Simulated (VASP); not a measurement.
# CrCoPt2 (P4/mmm) in VASP: a series of runs

Runs on CrCoPt2. Level: LDA. Tasks: single point.

All numbers are computed with VASP 6.6.1; they aren't measurements. Logs are shortened: lines on timing, memory, paths and dates and some standing lists are left out, and cuts for length are marked.

**1. The cell of the first run**

It takes space group P4/mmm (No. 123, tetragonal). The conventional cell has a = 3.325 Å, b = 3.325 Å, c = 3.261 Å, α = 90.00°, β = 90.00°, γ = 90.00°. Within 3.1 Å of Cr (site symmetry 4/mmm) lie 8 Pt at 2.33 Å and 4 Co at 2.35 Å. Co (site symmetry 4/mmm) has 8 Pt at 2.33 Å and 4 Cr at 2.35 Å within 3.1 Å. Within 3.1 Å of Pt (site symmetry mmm) lie 4 Cr at 2.33 Å and 4 Co at 2.33 Å and 4 Pt at 2.35 Å.

**2. Single point, LDA, collinear spin, ferromagnetic start (9.01 Å³/atom)**

The input, INCAR:

```
ALGO     = Normal         # electronic algorithm
EDIFF    = 1E-6           # SCF threshold, eV
ENCUT    = 520            # plane-wave cutoff, eV
ISIF     = 2              # what is computed and relaxed
ISMEAR   = -1             # smearing method
ISPIN    = 2              # spin polarisation
LASPH    = True           # aspherical terms in the spheres
LCHARG   = False          # write CHGCAR
LMAXMIX  = 4              # l up to which the mixer works
LORBIT   = 11             # projections on sites
LREAL    = False          # projectors in reciprocal space
LWAVE    = False          # write WAVECAR
MAGMOM   = 3 2 0 0        # initial moments
NBANDS   = 32             # bands
NELM     = 150            # most SCF steps
PREC     = Accurate       # precision mode
SIGMA    = 0.05           # smearing width, eV
```

The input, KPOINTS:

```
k-points
0
Gamma
  8 8 8
```

The input, POSCAR:

```
CrCoPt2
1.0
    3.3250458393      0.0000000000      0.0000000000
    0.0000000000      3.3250458393      0.0000000000
    0.0000000000      0.0000000000      3.2614877491
Cr Co Pt
1 1 2
Direct
    0.0000000000      0.0000000000      0.0000000000
    0.5000000000      0.5000000000      0.0000000000
    0.0000000000      0.5000000000      0.5000000000
    0.5000000000      0.0000000000      0.5000000000
```

Potentials or basis: VASP PAW LDA potentials, release 64 (Cr_pv, Co, Pt).

Started as:

```
$ cat potpaw_LDA.64/Cr_pv/POTCAR potpaw_LDA.64/Co/POTCAR potpaw_LDA.64/Pt/POTCAR > POTCAR
$ mpirun -np 1 vasp_std > vasp.out
```

OUTCAR:

```text
EDIFF = 1E-6
   ENCUT = 520
   ISIF = 2
   ISMEAR = -1
   ISPIN = 2
   LASPH = True
   LORBIT = 11
   LREAL = False
   NELM = 150
   PREC = Accurate

 ion  position               nearest neighbor table
   1  0.000  0.000  0.000-   3 2.33   4 2.33   3 2.33   4 2.33   3 2.33   3 2.33   4 2.33   4 2.33
                             2 2.35   2 2.35   2 2.35   2 2.35
   2  0.500  0.500  0.000-   3 2.33   4 2.33   3 2.33   4 2.33   4 2.33   4 2.33   3 2.33   3 2.33
                             1 2.35   1 2.35   1 2.35   1 2.35
   3  0.000  0.500  0.500-   1 2.33   2 2.33   1 2.33   2 2.33   1 2.33   1 2.33   2 2.33   2 2.33
                             4 2.35   4 2.35   4 2.35   4 2.35
   4  0.500  0.000  0.500-   1 2.33   2 2.33   1 2.33   2 2.33   2 2.33   2 2.33   1 2.33   1 2.33
                             3 2.35   3 2.35   3 2.35   3 2.35

  LATTYP: Found a simple tetragonal cell.
 ALAT       =     3.3250458393
 C/A-ratio  =     0.9808850484

  Lattice vectors:

 A1 = (   3.3250458393,   0.0000000000,   0.0000000000)
 A2 = (   0.0000000000,   3.3250458393,   0.0000000000)
 A3 = (   0.0000000000,   0.0000000000,   3.2614877491)

Analysis of symmetry for initial positions (statically):
=====================================================================
 Subroutine PRICEL returns:
 Original cell was already a primitive cell.

 Routine SETGRP: Setting up the symmetry group for a
 simple tetragonal supercell.

 Subroutine GETGRP returns: Found 16 space group operations
 (whereof 16 operations were pure point group operations)
 out of a pool of 16 trial point group operations.

The static configuration has the point symmetry D_4h.

Analysis of symmetry for dynamics (positions and initial velocities):
=====================================================================
 Subroutine PRICEL returns:
 Original cell was already a primitive cell.

 Routine SETGRP: Setting up the symmetry group for a
 simple tetragonal supercell.

 Subroutine GETGRP returns: Found 16 space group operations
 (whereof 16 operations were pure point group operations)
 out of a pool of 16 trial point group operations.

The dynamic configuration has the point symmetry D_4h.

Analysis of structural, dynamic, and magnetic symmetry:
=====================================================================
 Subroutine PRICEL returns:
 Original cell was already a primitive cell.

 Routine SETGRP: Setting up the symmetry group for a
 simple tetragonal supercell.

 Subroutine GETGRP returns: Found 16 space group operations
 (whereof 16 operations were pure point group operations)
 out of a pool of 16 trial point group operations.

The overall configuration has the point symmetry D_4h.

 Subroutine INISYM returns: Found 16 space group operations
 (whereof 16 operations are pure point group operations),
 and found     1 'primitive' translations

----------------------------------------------------------------------------------------

                                     Primitive cell

  volume of cell :      36.0588

  direct lattice vectors                    reciprocal lattice vectors
     3.325045839  0.000000000  0.000000000     0.300747734  0.000000000  0.000000000
     0.000000000  3.325045839  0.000000000     0.000000000  0.300747734  0.000000000
     0.000000000  0.000000000  3.261487749     0.000000000  0.000000000  0.306608541

  length of vectors
     3.325045839  3.325045839  3.261487749     0.300747734  0.300747734  0.306608541

  position of ions in fractional coordinates (direct lattice)
     0.000000000  0.000000000  0.000000000
     0.500000000  0.500000000  0.000000000
     0.000000000  0.500000000  0.500000000
     0.500000000  0.000000000  0.500000000

  ion indices of the primitive-cell ions
   primitive index   ion index
                 1           1
                 2           2
                 3           3
                 4           4

----------------------------------------------------------------------------------------

 KPOINTS: k-points

Automatic generation of k-mesh.
 Grid dimensions read from file:
 generate k-points for:    8    8    8

 Generating k-lattice:

  Cartesian coordinates                     Fractional coordinates (reciprocal lattice)
     0.037593467  0.000000000  0.000000000     0.125000000  0.000000000  0.000000000
     0.000000000  0.037593467  0.000000000     0.000000000  0.125000000  0.000000000
     0.000000000  0.000000000  0.038326068     0.000000000  0.000000000  0.125000000

  Length of vectors
     0.037593467  0.037593467  0.038326068

  Shift w.r.t. Gamma in fractional coordinates (k-lattice)
     0.000000000  0.000000000  0.000000000

 Subroutine IBZKPT returns following result:
 ===========================================

 Found     75 irreducible k-points:

 Following reciprocal coordinates:
            Coordinates               Weight
  0.000000  0.000000  0.000000      1.000000
  0.125000  0.000000  0.000000      4.000000
  0.250000  0.000000  0.000000      4.000000
  0.375000  0.000000  0.000000      4.000000
  0.500000  0.000000  0.000000      2.000000
  0.125000  0.125000  0.000000      4.000000
[... 16 lines left out ...]
  0.375000  0.125000  0.125000     16.000000
  0.500000  0.125000  0.125000      8.000000
 [... further k-points ...]
   k-points           NKPTS =     75   k-points in BZ     NKDIM =     75   number of bands    NBANDS=     32
   number of dos      NEDOS =    301   number of ions     NIONS =      4
   total plane-waves  NPLWV =  18816
   dimension x,y,z NGX =    28 NGY =   28 NGZ =   24
   dimension x,y,z NGXF=    56 NGYF=   56 NGZF=   48
   ions per type =               1   1   2
   NGX,Y,Z   is equivalent  to a cutoff of  14.00, 14.00, 12.23 a.u.
   NGXF,Y,Z  is equivalent  to a cutoff of  28.00, 28.00, 24.47 a.u.
 SYSTEM =  unknown system
   PREC   = accura    normal or accurate (medium, high low for compatibility)
   ISTART =      0    job   : 0-new  1-cont  2-samecut
   ICHARG =      2    charge: 1-file 2-atom 10-const
   ISPIN  =      2    spin polarized calculation?
   LNONCOLLINEAR =      F non collinear calculations
   LSORBIT =      F    spin-orbit coupling
   LASPH  =      T    aspherical Exc in radial PAW
   ENCUT  =  520.0 eV  38.22 Ry    6.18 a.u.   6.18  6.18  6.06*2*pi/ulx,y,z
   NELM   =    150;   NELMIN=  2; NELMDL= -5     # of ELM steps
   EDIFF  = 0.1E-05   stopping-criterion for ELM
   LREAL  =      F    real-space projection
   EDIFFG = 0.1E-04   stopping-criterion for IOM
   NSW    =      0    number of steps for IOM
   IBRION =     -1    ionic relax: 0-MD 1-quasi-New 2-CG
   NFREE  =      0    steps in history (QN), initial steepest desc. (CG)
   ISIF   =      2    stress and relaxation
   ISYM   =      2    0-nonsym 1-usesym 2-fastsym
   POTIM  = 0.5000    time-step for ionic-motion
   TEBEG  =    0.0;   TEEND  =   0.0 temperature during run
   PSTRESS=    0.0 pullay stress
   NELECT =      41.0000    total number of electrons
   NUPDOWN=      -1.0000    fix difference up-down
   EMIN   =  10.00;   EMAX   =-10.00  energy-range for DOS
   EFERMI =   0.00;   METHOD = LEGACY
   ISMEAR =    -1;   SIGMA  =   0.05  broadening in eV -4-tet -1-fermi 0-gaus
   EFERMI_NEDOS =   21; number of points for ismear=-14 and -15
   IALGO  =     38    algorithm
   IMIX   =      4    mixing-type and parameters
     AMIX     =   0.40;   BMIX     =  1.00
     AMIX_MAG =   1.60;   BMIX_MAG =  1.00
  volume/ion in A,a.u.               =       9.01        60.83
  Fermi-wavevector in a.u.,A,eV,Ry     =   1.708700  3.228974 39.724319  2.919655
  Thomas-Fermi vector in A             =   2.787320
   LORBIT       =     11    0 simple, 1 ext, 2 COOP (PROOUT), +10 PAW based schemes
   GGA     = CA    functional components
   LHFCALC =     F    Hartree Fock is set to
   AEXX    =    0.0000 exact exchange contribution
   IVDW    =     0    specifies the selected vdW correction
   LEPSILON=     F    determine dielectric tensor
   LRPA    =     F    only Hartree local field effects (RPA)
 spin polarized calculation
  energy-cutoff  :      520.00
  volume of cell :       36.06
 maximum number of plane-waves:       992
 NGX is ok and might be reduce to    28
   NGX = 13   NGY = 13   NGZ = 13

 number of electron      40.9999991 magnetization       0.0031220

 number of electron      40.9999991 magnetization      -0.0001922

 Free energy of the ion-electron system (eV)
  ---------------------------------------------------
  ext. energy  EPLUGINS =         0.00000000
  ---------------------------------------------------
  free energy    TOTEN  =       -26.63265660 eV

  energy without entropy =      -26.59661035  energy(sigma->0) =      -26.61463347

 E-fermi :  19.1846     XC(G=0): -16.0743

 val. band max:       19.1841401148   @ k =   0.2500   0.2500   0.1250
 cond. band min:      19.1861117283   @ k =   0.5000   0.0000   0.3750
 fundamental gap:      0.0019716135
 Fermi energy:        19.1846126989

 spin component 1

 k-point     1 :       0.0000    0.0000    0.0000
  band No.  band energies     occupation
      1     -23.9490      1.00000
      2     -23.8668      1.00000
      3     -23.8668      1.00000
      4       5.4615      1.00000
      5       6.7689      1.00000
      6       7.8471      1.00000
[... 24 lines left out ...]
     31      33.2376      0.00000
     32      33.2376      0.00000

 k-point     2 :       0.1250    0.0000    0.0000
  band No.  band energies     occupation
      1     -23.9539      1.00000
      2     -23.8787      1.00000
      3     -23.8678      1.00000
      4       5.8079      1.00000
      5       7.0433      1.00000
      6       8.1159      1.00000
[... 24 lines left out ...]
     31      33.4598      0.00000
     32      33.9967      0.00000
[... 733 lines left out ...]
     31      34.2800      0.00000
     32      35.3559      0.00000

 k-point    24 :       0.5000    0.1250    0.1250
  band No.  band energies     occupation
      1     -23.9920      1.00000
      2     -23.9394      1.00000
      3     -23.8854      1.00000
      4       9.2925      1.00000
      5       9.5599      1.00000
      6      10.4438      1.00000
[... 24 lines left out ...]
     31      34.1249      0.00000
     32      35.3931      0.00000

 [... further k-points ...]

 spin component 2

 k-point     1 :       0.0000    0.0000    0.0000
  band No.  band energies     occupation
      1     -23.9493      1.00000
      2     -23.8672      1.00000
      3     -23.8672      1.00000
      4       5.4615      1.00000
      5       6.7688      1.00000
      6       7.8471      1.00000
[... 24 lines left out ...]
     31      33.2376      0.00000
     32      33.2376      0.00000

 k-point     2 :       0.1250    0.0000    0.0000
  band No.  band energies     occupation
      1     -23.9542      1.00000
      2     -23.8790      1.00000
      3     -23.8682      1.00000
      4       5.8079      1.00000
      5       7.0432      1.00000
      6       8.1159      1.00000
[... 24 lines left out ...]
     31      33.4598      0.00000
     32      33.9966      0.00000
[... 733 lines left out ...]
     31      34.2800      0.00000
     32      35.3559      0.00000

 k-point    24 :       0.5000    0.1250    0.1250
  band No.  band energies     occupation
      1     -23.9924      1.00000
      2     -23.9398      1.00000
      3     -23.8857      1.00000
      4       9.2925      1.00000
      5       9.5598      1.00000
      6      10.4438      1.00000
[... 24 lines left out ...]
     31      34.1249      0.00000
     32      35.3931      0.00000

 [... further k-points ...]

------------------------ aborting loop because EDIFF is reached ----------------------------------------

  FORCE on cell =-STRESS in cart. coord.  units (eV):
  Direction    XX          YY          ZZ          XY          YZ          ZX
  --------------------------------------------------------------------------------------
  -------------------------------------------------------------------------------------
  Total       52.9907306     52.9907306     48.0113530      0.0000000      0.0000000      0.0000000
  in kB     2354.5041726   2354.5041726   2133.2585829      0.0000000      0.0000000      0.0000000
  external PRESSURE =    2280.7556427 kB  Pullay stress =       0.0000000 kB

 VOLUME and BASIS-vectors are now :
 -----------------------------------------------------------------------------
  energy-cutoff  :      520.00
  volume of cell :       36.06
      direct lattice vectors                 reciprocal lattice vectors
     3.325045839  0.000000000  0.000000000     0.300747734  0.000000000  0.000000000
     0.000000000  3.325045839  0.000000000     0.000000000  0.300747734  0.000000000
     0.000000000  0.000000000  3.261487749     0.000000000  0.000000000  0.306608541

 POSITION                                       TOTAL-FORCE (eV/Angst)
 -----------------------------------------------------------------------------------
      0.00000      0.00000      0.00000         0.000000      0.000000      0.000000
      1.66252      1.66252      0.00000         0.000000      0.000000      0.000000
      0.00000      1.66252      1.63074         0.000000      0.000000      0.000000
      1.66252      0.00000      1.63074         0.000000      0.000000      0.000000
 -----------------------------------------------------------------------------------
    total drift:                                0.000000      0.000000      0.000000

  FREE ENERGIE OF THE ION-ELECTRON SYSTEM (eV)
  ---------------------------------------------------
  free  energy   TOTEN  =       -26.6326566030 eV

  energy  without entropy=      -26.5966103458  energy(sigma->0) =      -26.61463347

 total charge

# of ion       s       p       d       tot
------------------------------------------
    1        0.477   6.610   4.860  11.947
    2        0.639   0.958   7.820   9.417
    3        1.028   1.399   8.526  10.953
    4        1.028   1.399   8.526  10.953
--------------------------------------------------
tot          3.170  10.366  29.733  43.269

 magnetization (x)

# of ion       s       p       d       tot
------------------------------------------
    1       -0.000  -0.000  -0.000  -0.000
    2        0.000   0.000   0.000   0.000
    3       -0.000  -0.000  -0.000  -0.000
    4       -0.000  -0.000  -0.000  -0.000
--------------------------------------------------
tot         -0.000  -0.000  -0.000  -0.000
```

It took 1.9 min on 1 thread of Intel Xeon 6975P-C (Granite Rapids), shared host; peak memory 0.25 GiB.

Results:

```
Free energy : -26.6327 eV
Pressure    : 228.1 GPa
Net moment  : 0.00 μB per cell
```

Caveat: the stress differs along the axes, from 213 to 235 GPa; an empty level that is flat over the whole mesh can mark a ghost state of the potentials, or a narrow d or f band; the moments typed at the start vanished in this run; spin-orbit coupling is left out, which moves the levels of the heavy elements.

**3. Single point, LDA, collinear spin, ferromagnetic start (10.11 Å³/atom)**

This run uses another cell than the first one, of 10.11 Å³/atom.

The input, INCAR:

```
PREC     = Accurate       # precision mode
ENCUT    = 520            # plane-wave cutoff, eV
EDIFF    = 1E-6           # SCF threshold, eV
ISMEAR   = -1             # smearing method
SIGMA    = 0.05           # smearing width, eV
LREAL    = F              # projectors in reciprocal space
LASPH    = T              # aspherical terms in the spheres
NELM     = 150            # most SCF steps
ALGO     = Normal         # electronic algorithm
ISIF     = 2              # what is computed and relaxed
LWAVE    = F              # write WAVECAR
LCHARG   = F              # write CHGCAR
ISPIN    = 2              # spin polarisation
MAGMOM   = 3 2 0 0        # initial moments
LORBIT   = 11             # projections on sites
LMAXMIX  = 4              # l up to which the mixer works
NBANDS   = 32             # bands
```

The input, KPOINTS:

```
regular mesh
0
Gamma
  8 8 8
```

The input, POSCAR:

```
CrCoPt2
1.0
    3.4543014239      0.0000000000      0.0000000000
    0.0000000000      3.4543014239      0.0000000000
    0.0000000000      0.0000000000      3.3882726195
Cr Co Pt
1 1 2
Direct
    0.0000000000      0.0000000000      0.0000000000
    0.5000000000      0.5000000000      0.0000000000
    0.0000000000      0.5000000000      0.5000000000
    0.5000000000      0.0000000000      0.5000000000
```

Potentials or basis: VASP PAW LDA potentials, release 64 (Cr_pv, Co, Pt).

Started as:

```
$ cat potpaw_LDA.64/Cr_pv/POTCAR potpaw_LDA.64/Co/POTCAR potpaw_LDA.64/Pt/POTCAR > POTCAR
$ mpirun -np 1 vasp_std > vasp.out
```

Wall time 1.8 min (1 thread of Intel Xeon 6975P-C (Granite Rapids), shared host); peak memory 0.26 GiB.

It converged, with:

| Quantity | Value |
| --- | --- |
| Free energy | -31.1839 eV |
| Pressure | 116.9 GPa |
| Net moment | 1.37 μB per cell |
| Site moments | Cr +1.29; Co -0.01; Pt +0.03 μB |

Stress tensor (GPa, compression positive):
```
120.38   0.00   0.00
  0.00 120.38   0.00
  0.00   0.00 109.99
```

Levels at points of the mesh, in eV from the Fermi level:
Spin up:
```csv
k point,band 19,band 20,band 21,band 22,band 23,band 24,band 25,band 26
"(0.00, 0.00, 0.00)",0.79,1.08,1.17,1.24,1.99,1.99,2.01,2.01
"(0.50, 0.00, 0.00)",-1.21,-1.21,-0.78,-0.73,0.22,0.54,1.99,4.40
"(0.50, 0.50, 0.00)",-2.48,-1.99,-1.13,-0.87,-0.87,2.55,2.64,3.52
"(0.00, 0.00, 0.50)",-1.22,-1.22,-1.19,-0.94,-0.14,1.04,1.25,4.40
"(0.50, 0.00, 0.50)",-1.74,-1.50,-1.15,-0.87,-0.50,1.94,2.89,3.38
"(0.50, 0.50, 0.50)",-0.85,0.09,0.09,0.26,0.63,0.86,1.12,1.12
```
Spin down:
```tsv
k point	band 18	band 19	band 20	band 21	band 22	band 23
(0.00, 0.00, 0.00)	0.56	1.27	1.69	1.73	1.97	2.13
(0.50, 0.00, 0.00)	-1.71	-0.73	-0.47	-0.44	0.27	0.55
(0.50, 0.50, 0.00)	-2.64	-2.46	-1.93	-0.27	-0.27	0.01
(0.00, 0.00, 0.50)	-2.03	-1.16	-0.65	-0.65	0.04	0.52
(0.50, 0.00, 0.50)	-1.91	-1.74	-1.53	-0.09	0.01	0.28
(0.50, 0.50, 0.50)	-0.80	-0.67	0.12	0.12	0.31	1.41
```

Caveat: the stress differs along the axes, from 110 to 120 GPa; spin-orbit coupling is left out, which moves the levels of the heavy elements.

(Continued in part 2 of 2.)
